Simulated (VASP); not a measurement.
Wanted: the native input for a VASP 6.6.1 run.

- Task: single point
- Functional: LDA
- Potentials or basis: VASP PAW LDA potentials, release 64 (Pt)
- Cutoff: 520 eV
- k mesh: 24 × 24 × 24
- Occupations: fermi-dirac, width 0.1 eV
- Spin: no spin polarisation
- Dipole correction: no
- Further INCAR settings: ALGO = Normal; EDIFF = 1e-06; NBANDS = 11

The structure of Pt lies in POSCAR:

```
Pt
1.0
    0.0000000000      1.9281516464      1.9281516464
    1.9281516464      0.0000000000      1.9281516464
    1.9281516464      1.9281516464      0.0000000000
Pt
1
Direct
    0.0000000000      0.0000000000      0.0000000000
```

These files were run (other wordings do the same):

INCAR

```
ALGO = Normal
EDIFF = 1E-6
ENCUT = 520
GGA = CA
ISIF = 2
ISMEAR = -1
LASPH = True
LCHARG = False
LREAL = False
LWAVE = False
NBANDS = 11
NELM = 80
PREC = Accurate
SIGMA = 0.1
```

KPOINTS

```
k-points
0
Gamma
  24 24 24
```

Potentials or basis: VASP PAW LDA potentials, release 64 (Pt).

Run with:

```bash
$ cat potpaw_LDA.64/Pt/POTCAR > POTCAR
$ mpirun -np 1 vasp_std > vasp.out
```

Results of the run:

```
Pressure               : 10.9 GPa
Band gap on the k mesh : zero (band 5 reaches 12.71 eV, above the bottom of band 6 at 10.27 eV)
```

Caveat: spin-orbit coupling is left out, which moves the levels of the heavy elements.

Run time: 21 s on 1 thread of Intel(R) Xeon(R) Platinum 8481C CPU @ 2.70GHz (Sapphire Rapids), with other jobs on the host, peak memory 0.17 GiB.
